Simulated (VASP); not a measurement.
# Si2W (I4/mmm) in VASP: a series of runs

Runs on Si2W. Level: PBE. Tasks: single point.

Program: VASP 6.6.1. These are calculated values, not measurements. Logs are shortened: lines on timing, memory, paths and dates and some standing lists are left out, and cuts for length are marked.

## Step 1: The cell of the first run

Symmetry: I4/mmm, No. 139, tetragonal system. The conventional cell has a = 3.383 Å, b = 3.383 Å, c = 7.170 Å, α = 90.00°, β = 90.00°, γ = 90.00°. Si (site symmetry 4mm) has 5 W at 2.25 to 2.74 Å and 5 Si at 2.56 to 2.68 Å within 3.0 Å. W (site symmetry 4/mmm) has 10 Si at 2.25 to 2.74 Å within 3.0 Å.

## Step 2: Single point, PBE

Input file INCAR:

```
ALGO = Normal
EDIFF = 1E-6
ENCUT = 520
GGA = PE
ISIF = 2
ISMEAR = 0
LASPH = True
LCHARG = True
LELF = True
LREAL = False
LVHAR = True
LWAVE = False
NBANDS = 18
NELM = 60
PREC = Accurate
SIGMA = 0.15
```

Input file KPOINTS:

```
k-points
0
Gamma
  18 18 18
```

Input file POSCAR:

```
Si2W
1.0
   -1.6913662915      1.6913662915      3.5848508548
    1.6913662915     -1.6913662915      3.5848508548
    1.6913662915      1.6913662915     -3.5848508548
Si W
2 1
Direct
    0.3133835313      0.3133835313      0.0000000000
    0.6866164687      0.6866164687      0.0000000000
    0.0000000000      0.0000000000      0.0000000000
```

Potentials or basis: VASP PAW PBE potentials, release 64 (Si, W_sv).

Command:

```bash
cat potpaw_PBE.64/Si/POTCAR potpaw_PBE.64/W_sv/POTCAR > POTCAR
mpirun -np 1 vasp_std > vasp.out
```

OUTCAR:

```text
EDIFF = 1E-6
   ENCUT = 520
   GGA = PE
   ISIF = 2
   ISMEAR = 0
   LASPH = True
   LREAL = False
   NELM = 60
   PREC = Accurate

 ion  position               nearest neighbor table
   1  0.313  0.313  0.000-   3 2.25   2 2.56   2 2.56   2 2.56   2 2.56   2 2.68   3 2.74   3 2.74
                             3 2.74   3 2.74
   2  0.687  0.687  0.000-   3 2.25   1 2.56   1 2.56   1 2.56   1 2.56   1 2.68   3 2.74   3 2.74
                             3 2.74   3 2.74
   3  0.000  0.000  0.000-   1 2.25   2 2.25   2 2.74   1 2.74   2 2.74   2 2.74   2 2.74   1 2.74
                             1 2.74   1 2.74

  LATTYP: Found a body centered tetragonal cell.
 ALAT       =     3.3827325830
 C/A-ratio  =     2.1195000000

  Lattice vectors:

 A1 = (  -1.6913662915,   1.6913662915,   3.5848508548)
 A2 = (   1.6913662915,  -1.6913662915,   3.5848508548)
 A3 = (   1.6913662915,   1.6913662915,  -3.5848508548)

Analysis of symmetry for initial positions (statically):
=====================================================================
 Subroutine PRICEL returns:
 Original cell was already a primitive cell.

 Routine SETGRP: Setting up the symmetry group for a
 body centered tetragonal supercell.

 Subroutine GETGRP returns: Found 16 space group operations
 (whereof 16 operations were pure point group operations)
 out of a pool of 16 trial point group operations.

The static configuration has the point symmetry D_4h.

Analysis of symmetry for dynamics (positions and initial velocities):
=====================================================================
 Subroutine PRICEL returns:
 Original cell was already a primitive cell.

 Routine SETGRP: Setting up the symmetry group for a
 body centered tetragonal supercell.

 Subroutine GETGRP returns: Found 16 space group operations
 (whereof 16 operations were pure point group operations)
 out of a pool of 16 trial point group operations.

The dynamic configuration has the point symmetry D_4h.

 Subroutine INISYM returns: Found 16 space group operations
 (whereof 16 operations are pure point group operations),
 and found     1 'primitive' translations

----------------------------------------------------------------------------------------

                                     Primitive cell

  volume of cell :      41.0210

  direct lattice vectors                    reciprocal lattice vectors
    -1.691366292  1.691366292  3.584850855     0.000000000  0.295618993  0.139475816
     1.691366292 -1.691366292  3.584850855     0.295618993  0.000000000  0.139475816
     1.691366292  1.691366292 -3.584850855     0.295618993  0.295618993  0.000000000

  length of vectors
     4.309593428  4.309593428  4.309593428     0.326870146  0.326870146  0.418068389

  position of ions in fractional coordinates (direct lattice)
     0.313383531  0.313383531  0.000000000
     0.686616469  0.686616469  0.000000000
     0.000000000  0.000000000  0.000000000

  ion indices of the primitive-cell ions
   primitive index   ion index
                 1           1
                 2           2
                 3           3

----------------------------------------------------------------------------------------

 KPOINTS: k-points

Automatic generation of k-mesh.
 Grid dimensions read from file:
 generate k-points for:   18   18   18

 Generating k-lattice:

  Cartesian coordinates                     Fractional coordinates (reciprocal lattice)
     0.000000000  0.016423277  0.007748656     0.055555556  0.000000000 -0.000000000
     0.016423277  0.000000000  0.007748656     0.000000000  0.055555556 -0.000000000
     0.016423277  0.016423277  0.000000000     0.000000000  0.000000000  0.055555556

  Length of vectors
     0.018159453  0.018159453  0.023226022

  Shift w.r.t. Gamma in fractional coordinates (k-lattice)
     0.000000000  0.000000000  0.000000000

 Subroutine IBZKPT returns following result:
 ===========================================

 Found    480 irreducible k-points:

 Following reciprocal coordinates:
            Coordinates               Weight
  0.000000  0.000000  0.000000      1.000000
  0.055556 -0.000000  0.000000      8.000000
  0.111111 -0.000000  0.000000      8.000000
  0.166667  0.000000 -0.000000      8.000000
  0.222222  0.000000  0.000000      8.000000
  0.277778  0.000000  0.000000      8.000000
[... 16 lines left out ...]
 -0.277778  0.055556 -0.000000     16.000000
 -0.222222  0.055556  0.000000     16.000000
 [... further k-points ...]
   k-points           NKPTS =    480   k-points in BZ     NKDIM =    480   number of bands    NBANDS=     18
   number of dos      NEDOS =    301   number of ions     NIONS =      3
   total plane-waves  NPLWV =  32768
   dimension x,y,z NGX =    32 NGY =   32 NGZ =   32
   dimension x,y,z NGXF=    64 NGYF=   64 NGZF=   64
   ions per type =               2   1
   NGX,Y,Z   is equivalent  to a cutoff of  12.34, 12.34, 12.34 a.u.
   NGXF,Y,Z  is equivalent  to a cutoff of  24.69, 24.69, 24.69 a.u.
 SYSTEM =  unknown system
   PREC   = accura    normal or accurate (medium, high low for compatibility)
   ISTART =      0    job   : 0-new  1-cont  2-samecut
   ICHARG =      2    charge: 1-file 2-atom 10-const
   ISPIN  =      1    spin polarized calculation?
   LNONCOLLINEAR =      F non collinear calculations
   LSORBIT =      F    spin-orbit coupling
   LASPH  =      T    aspherical Exc in radial PAW
   ENCUT  =  520.0 eV  38.22 Ry    6.18 a.u.   8.01  8.01  8.01*2*pi/ulx,y,z
   NELM   =     60;   NELMIN=  2; NELMDL= -5     # of ELM steps
   EDIFF  = 0.1E-05   stopping-criterion for ELM
   LREAL  =      F    real-space projection
[... 7 lines left out ...]
   TEBEG  =    0.0;   TEEND  =   0.0 temperature during run
   PSTRESS=    0.0 pullay stress
   NELECT =      22.0000    total number of electrons
   NUPDOWN=      -1.0000    fix difference up-down
   EMIN   =  10.00;   EMAX   =-10.00  energy-range for DOS
   EFERMI =   0.00;   METHOD = LEGACY
   ISMEAR =     0;   SIGMA  =   0.15  broadening in eV -4-tet -1-fermi 0-gaus
   EFERMI_NEDOS =   21; number of points for ismear=-14 and -15
   IALGO  =     38    algorithm
   IMIX   =      4    mixing-type and parameters
     AMIX     =   0.40;   BMIX     =  1.00
     AMIX_MAG =   1.60;   BMIX_MAG =  1.00
  volume/ion in A,a.u.               =      13.67        92.27
  Fermi-wavevector in a.u.,A,eV,Ry     =   1.330088  2.513501 24.070517  1.769133
  Thomas-Fermi vector in A             =   2.459201
   LORBIT       =      0    0 simple, 1 ext, 2 COOP (PROOUT), +10 PAW based schemes
   GGA     = PE    functional components
   LHFCALC =     F    Hartree Fock is set to
   AEXX    =    0.0000 exact exchange contribution
   IVDW    =     0    specifies the selected vdW correction
   LEPSILON=     F    determine dielectric tensor
   LRPA    =     F    only Hartree local field effects (RPA)
 non-spin polarized calculation
 Gauss-broadening in eV      SIGMA  =   0.15
  energy-cutoff  :      520.00
  volume of cell :       41.02
 maximum number of plane-waves:      1126
   NGX = 15   NGY = 15   NGZ = 15

 number of electron      21.9999999 magnetization

 Free energy of the ion-electron system (eV)
  ---------------------------------------------------
  ext. energy  EPLUGINS =         0.00000000
  ---------------------------------------------------
  free energy    TOTEN  =       -23.22121416 eV

  energy without entropy =      -23.21779921  energy(sigma->0) =      -23.21950669

 E-fermi :  11.5227     XC(G=0): -12.4187

 val. band max:       11.5149309013   @ k =  -0.3889  -0.4444   0.3889
 cond. band min:      11.5321550966   @ k =  -0.4444   0.5000   0.2778
 fundamental gap:      0.0172241954
 Fermi energy:        11.5227147593

 k-point     1 :       0.0000    0.0000    0.0000
  band No.  band energies     occupation
      1     -62.1149      2.00000
      2     -26.5470      2.00000
      3     -26.3783      2.00000
      4     -26.3783      2.00000
      5      -2.3553      2.00000
      6       5.7500      2.00000
[... 10 lines left out ...]
     17      17.6916      0.00000
     18      17.6916      0.00000

 k-point     2 :       0.0556   -0.0000    0.0000
  band No.  band energies     occupation
      1     -62.1148      2.00000
      2     -26.5471      2.00000
      3     -26.3820      2.00000
      4     -26.3780      2.00000
      5      -2.3009      2.00000
      6       5.7491      2.00000
[... 10 lines left out ...]
     17      17.6622      0.00000
     18      17.7967      0.00000

 k-point     3 :       0.1111   -0.0000    0.0000
  band No.  band energies     occupation
      1     -62.1145      2.00000
      2     -26.5473      2.00000
      3     -26.3927      2.00000
      4     -26.3772      2.00000
      5      -2.1387      2.00000
      6       5.7149      2.00000
[... 10 lines left out ...]
     17      17.6003      0.00000
     18      18.0250      0.00000

 k-point     4 :       0.1667    0.0000   -0.0000
  band No.  band energies     occupation
      1     -62.1141      2.00000
      2     -26.5477      2.00000
      3     -26.4090      2.00000
      4     -26.3759      2.00000
      5      -1.8721      2.00000
      6       5.5098      2.00000
[... 375 lines left out ...]
      4     -26.3746      2.00000
      5      -0.5791      2.00000
      6       3.8151      2.00000
[... 10 lines left out ...]
     17      18.6922      0.00000
     18      19.7051      0.00000

 k-point    23 :      -0.2778    0.0556   -0.0000
  band No.  band energies     occupation
      1     -62.1128      2.00000
      2     -26.5470      2.00000
      3     -26.4494      2.00000
      4     -26.3762      2.00000
      5      -1.1006      2.00000
      6       4.5242      2.00000
[... 10 lines left out ...]
     17      18.4307      0.00000
     18      19.2320      0.00000

 k-point    24 :      -0.2222    0.0556    0.0000
  band No.  band energies     occupation
      1     -62.1134      2.00000
      2     -26.5466      2.00000
      3     -26.4284      2.00000
      4     -26.3779      2.00000
      5      -1.5387      2.00000
      6       5.2101      2.00000
[... 10 lines left out ...]
     17      17.8283      0.00000
     18      18.9901      0.00000

 [... further k-points ...]

------------------------ aborting loop because EDIFF is reached ----------------------------------------

  FORCE on cell =-STRESS in cart. coord.  units (eV):
  Direction    XX          YY          ZZ          XY          YZ          ZX
  --------------------------------------------------------------------------------------
  -------------------------------------------------------------------------------------
  Total       -4.0225659     -4.0225659     19.0159227      0.0000000      0.0000000      0.0000000
  in kB     -157.1112646   -157.1112646    742.7139145      0.0000000      0.0000000      0.0000000
  external PRESSURE =     142.8304618 kB  Pullay stress =       0.0000000 kB

 VOLUME and BASIS-vectors are now :
 -----------------------------------------------------------------------------
  energy-cutoff  :      520.00
  volume of cell :       41.02
      direct lattice vectors                 reciprocal lattice vectors
    -1.691366292  1.691366292  3.584850855     0.000000000  0.295618993  0.139475816
     1.691366292 -1.691366292  3.584850855     0.295618993  0.000000000  0.139475816
     1.691366292  1.691366292 -3.584850855     0.295618993  0.295618993  0.000000000

 POSITION                                       TOTAL-FORCE (eV/Angst)
 -----------------------------------------------------------------------------------
      0.00000      0.00000      2.24687         0.000000      0.000000      5.014587
      0.00000      0.00000      4.92284        -0.000000     -0.000000     -5.014587
      0.00000      0.00000      0.00000        -0.000000     -0.000000      0.000000
 -----------------------------------------------------------------------------------
    total drift:                               -0.000000     -0.000000     -0.000000

  FREE ENERGIE OF THE ION-ELECTRON SYSTEM (eV)
  ---------------------------------------------------
  free  energy   TOTEN  =       -23.2212141622 eV

  energy  without entropy=      -23.2177992129  energy(sigma->0) =      -23.21950669
```

Run time: 5.8 min. Hardware: 1 thread of Intel Xeon 8259CL, shared host; peak memory 0.44 GiB.

Results:

```
Free energy            : -23.2212 eV
Pressure               : 14.3 GPa
Largest force          : 5.015 eV/Å
Band gap on the k mesh : zero (bands 11 and 12 overlap by 1.16 eV)
```

Forces in eV/Å, atoms in the order of the input:
```
Si   0.000  0.000  5.015
Si   0.000  0.000 -5.015
W    0.000  0.000  0.000
```

Stress tensor (GPa, compression positive):
```
-15.71   0.00   0.00
  0.00 -15.71   0.00
  0.00   0.00  74.27
```

Levels at points of the mesh, in eV from the Fermi level:
```tsv
k point	band 7	band 8	band 9	band 10	band 11	band 12	band 13	band 14	band 15	band 16
(0.00, 0.00, 0.00)	-3.85	-3.85	-2.38	-1.79	0.42	1.84	2.48	3.40	3.40	4.76
(0.50, 0.00, 0.00)	-4.46	-3.80	-2.99	-2.87	-0.75	1.46	2.26	4.06	4.51	6.48
(0.50, 0.50, 0.00)	-6.33	-5.75	-5.30	-2.12	-0.86	2.51	2.55	3.72	5.07	5.19
(0.50, 0.50, 0.50)	-4.13	-3.38	-1.93	-1.93	-0.35	-0.35	0.86	5.34	6.25	6.47
```

Caveat: the cell stands under pressure; spin-orbit coupling is left out, which moves the levels of the heavy elements; forces of over 1 eV/Å act on the atoms, so gaps and moduli don't describe the material at rest.

## Step 3: Single point, PBE

This run uses another cell than the first one, of the same volume but with other edges.

Input file INCAR:

```
SYSTEM = Si2W
PREC     = Accurate       ! precision mode
ENCUT    = 520            ! plane-wave cutoff, eV
EDIFF    = 1E-6           ! SCF threshold, eV
ISMEAR   = 0              ! smearing method
SIGMA    = 0.15           ! smearing width, eV
LREAL    = .False.        ! projectors in reciprocal space
LASPH    = .True.         ! aspherical terms in the spheres
NELM     = 60             ! most SCF steps
ALGO     = Normal         ! electronic algorithm
ISIF     = 2              ! what is computed and relaxed
LWAVE    = .False.        ! write WAVECAR
LCHARG   = .False.        ! write CHGCAR
GGA      = PE             ! functional
NBANDS   = 18             ! bands
```

Input file KPOINTS:

```
Automatic mesh
0
Gamma
  18 18 18
  0 0 0
```

Input file POSCAR:

```
Si2W
1.0
   -1.5705355019      1.5705355019      4.1576786341
    1.5705355019     -1.5705355019      4.1576786341
    1.5705355019      1.5705355019     -4.1576786341
Si W
2 1
Direct
    0.3451609204      0.3451609204      0.0000000000
    0.6548390796      0.6548390796      0.0000000000
    0.0000000000      0.0000000000      0.0000000000
```

Potentials or basis: VASP PAW PBE potentials, release 64 (Si, W_sv).

Command:

```bash
cat potpaw_PBE.64/Si/POTCAR potpaw_PBE.64/W_sv/POTCAR > POTCAR
mpirun -np 1 vasp_std > vasp.out
```

OUTCAR:

```text
SYSTEM = Si2W
   PREC = Accurate
   ENCUT = 520
   EDIFF = 1E-6
   ISMEAR = 0
   LREAL = .False.
   LASPH = .True.
   NELM = 60
   ISIF = 2
   GGA = PE

 ion  position               nearest neighbor table
   1  0.345  0.345  0.000-   3 2.57   3 2.57   3 2.57   3 2.57   2 2.58   2 2.73   2 2.73   2 2.73
                             2 2.73   3 2.87
   2  0.655  0.655  0.000-   3 2.57   3 2.57   3 2.57   3 2.57   1 2.58   1 2.73   1 2.73   1 2.73
                             1 2.73   3 2.87
   3  0.000  0.000  0.000-   2 2.57   1 2.57   2 2.57   1 2.57   2 2.57   1 2.57   1 2.57   2 2.57
                             1 2.87   2 2.87

  LATTYP: Found a body centered tetragonal cell.
 ALAT       =     3.1410710038
 C/A-ratio  =     2.6472999999

  Lattice vectors:

 A1 = (  -1.5705355019,   1.5705355019,   4.1576786341)
 A2 = (   1.5705355019,  -1.5705355019,   4.1576786341)
 A3 = (   1.5705355019,   1.5705355019,  -4.1576786341)

Analysis of symmetry for initial positions (statically):
=====================================================================
 Subroutine PRICEL returns:
 Original cell was already a primitive cell.

 Routine SETGRP: Setting up the symmetry group for a
[... 173 lines left out ...]
 cond. band min:      11.8654290671   @ k =  -0.4444   0.5000   0.3333
 fundamental gap:      0.0161858054
 Fermi energy:        11.8562015160

 k-point     1 :       0.0000    0.0000    0.0000
  band No.  band energies     occupation
      1     -62.0522      2.00000
      2     -26.3387      2.00000
      3     -26.2782      2.00000
      4     -26.2782      2.00000
      5      -2.1416      2.00000
      6       4.5174      2.00000
[... 481 lines left out ...]
      5      -1.1845      2.00000
      6       4.7339      2.00000
[... 10 lines left out ...]
     17      18.1931      0.00000
     18      20.7504      0.00000

 [... further k-points ...]

------------------------ aborting loop because EDIFF is reached ----------------------------------------

  FORCE on cell =-STRESS in cart. coord.  units (eV):
  Direction    XX          YY          ZZ          XY          YZ          ZX
  --------------------------------------------------------------------------------------
  -------------------------------------------------------------------------------------
  Total        3.2114605      3.2114605     -3.3379933      0.0000000     -0.0000000      0.0000000
  in kB      125.4315348    125.4315348   -130.3735889      0.0000000     -0.0000000      0.0000000
  external PRESSURE =      40.1631602 kB  Pullay stress =       0.0000000 kB

 VOLUME and BASIS-vectors are now :
 -----------------------------------------------------------------------------
  energy-cutoff  :      520.00
  volume of cell :       41.02
      direct lattice vectors                 reciprocal lattice vectors
    -1.570535502  1.570535502  4.157678634     0.000000000  0.318362749  0.120259415
     1.570535502 -1.570535502  4.157678634     0.318362749  0.000000000  0.120259415
     1.570535502  1.570535502 -4.157678634     0.318362749  0.318362749  0.000000000

 POSITION                                       TOTAL-FORCE (eV/Angst)
 -----------------------------------------------------------------------------------
      0.00000      0.00000      2.87014        -0.000000     -0.000000     -1.342698
      0.00000      0.00000      5.44522        -0.000000     -0.000000      1.342698
      0.00000      0.00000      0.00000         0.000000      0.000000      0.000000
 -----------------------------------------------------------------------------------
    total drift:                               -0.000000     -0.000000      0.000000

  FREE ENERGIE OF THE ION-ELECTRON SYSTEM (eV)
  ---------------------------------------------------
  free  energy   TOTEN  =       -24.4931330704 eV

  energy  without entropy=      -24.4888167104  energy(sigma->0) =      -24.49097489
```

stdout:

```text
POSCAR found type information on POSCAR SiW
 POSCAR found :  2 types and       3 ions
 scaLAPACK will be used
 LDA part: xc-table for (Slater+PW92), standard interpolation
 POSCAR, INCAR and KPOINTS ok, starting setup
 FFT: planning ... GRIDC
 FFT: planning ... GRID_SOFT
 FFT: planning ... GRID
 WAVECAR not read
 entering main loop
```

Wall time 10 min (1 thread of Intel Xeon 8259CL, shared host); peak memory 0.47 GiB.

Results:

* Free energy: -24.4931 eV
* Pressure: 4.0 GPa
* Largest force: 1.343 eV/Å
* Band gap on the k mesh: zero (bands 11 and 12 overlap by 1.11 eV)

Forces in eV/Å, atoms in the order of the input:
```
Si   0.000  0.000 -1.343
Si   0.000  0.000  1.343
W    0.000  0.000  0.000
```

Levels at points of the mesh, in eV from the Fermi level:
| k point | band 7 | band 8 | band 9 | band 10 | band 11 | band 12 | band 13 | band 14 | band 15 | band 16 |
| --- | --- | --- | --- | --- | --- | --- | --- | --- | --- | --- |
| (0.00, 0.00, 0.00) | -4.89 | -3.74 | -2.32 | -2.32 | 0.74 | 2.96 | 2.96 | 3.38 | 3.59 | 3.80 |
| (0.50, 0.00, 0.00) | -6.38 | -5.14 | -2.91 | -2.84 | -0.24 | 2.50 | 2.90 | 3.49 | 3.60 | 5.68 |
| (0.50, 0.50, 0.00) | -5.61 | -5.16 | -4.54 | -3.94 | -2.18 | 2.39 | 2.82 | 3.16 | 3.23 | 3.76 |
| (0.50, 0.50, 0.50) | -4.05 | -2.26 | -0.72 | -0.72 | -0.08 | -0.08 | 0.83 | 3.15 | 3.95 | 6.37 |

Caveat: the cell stands under pressure; spin-orbit coupling is left out, which moves the levels of the heavy elements; forces of over 1 eV/Å act on the atoms, so gaps and moduli don't describe the material at rest.
